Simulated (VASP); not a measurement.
Set up this calculation in VASP 6.6.1, as the native input.

```yaml
Task: relaxation of cell and atoms
Functional: PBE
Potentials_or_basis: VASP PAW PBE potentials, release 64 (Si, F)
Cutoff: 600 eV
k_mesh: 12 × 12 × 10
Occupations: gaussian, width 0.1 eV
Spin: no spin polarisation
Dipole_correction: no
Further_INCAR_settings: ALGO = Normal; EDIFF = 1e-06; IBRION = 2; EDIFFG = -0.01; NSW = 100; ISIF = 3
```

The structure of Si2F3 lies in POSCAR:

```
Si2F3
1.0
    4.4424304829      0.0000000000      0.0000000000
   -2.2212152414      3.8472576527      0.0000000000
    0.0000000000      0.0000000000      3.6001977667
Si F
2 3
Direct
    0.3333333333      0.6666666667      0.5000000000
    0.6666666667      0.3333333333      0.5000000000
    0.3333333333      0.6666666667      0.0000000000
    0.6666666667      0.3333333333      0.0000000000
    0.0000000000      0.0000000000      0.0000000000
```

One way to write it, as run:

INCAR

```
  PREC = Accurate
  ENCUT = 600
  EDIFF = 1E-6
  ISMEAR = 0
  SIGMA = 0.1
  LREAL = False
  LASPH = True
  NELM = 80
  ALGO = Normal
  ISIF = 3
  LWAVE = False
  LCHARG = False
  GGA = PE
  IBRION = 2
  NSW = 100
  EDIFFG = -0.01
```

KPOINTS

```
Automatic mesh
0
Gamma
  12 12 10
```

Potentials or basis: VASP PAW PBE potentials, release 64 (Si, F).

Launch:

```sh
$ cat potpaw_PBE.64/Si/POTCAR potpaw_PBE.64/F/POTCAR > POTCAR
$ mpirun -np 1 vasp_std > vasp.out
```

Results of the run:

```json
{
  "Relaxed volume": "12.24 Å³/atom",
  "Relaxed cell": "a = 4.428 Å, b = 4.428 Å, c = 3.603 Å, α = 90.00°, β = 90.00°, γ = 120.00°",
  "Space group after relaxing (to 0.05 Å)": "P6/mmm (No. 191)",
  "Energy gained by relaxing": "0.2 meV/atom",
  "Ionic steps": "4",
  "Pressure after relaxing": "0.1 GPa"
}
```

Caveat: an odd number of electrons without spin polarisation forces a metal; a magnetic or distorted state may lie lower.

Wall time 2.3 min on 1 thread of Intel(R) Xeon(R) 6975P-C (Granite Rapids), with other jobs on the host, peak memory 0.27 GiB.
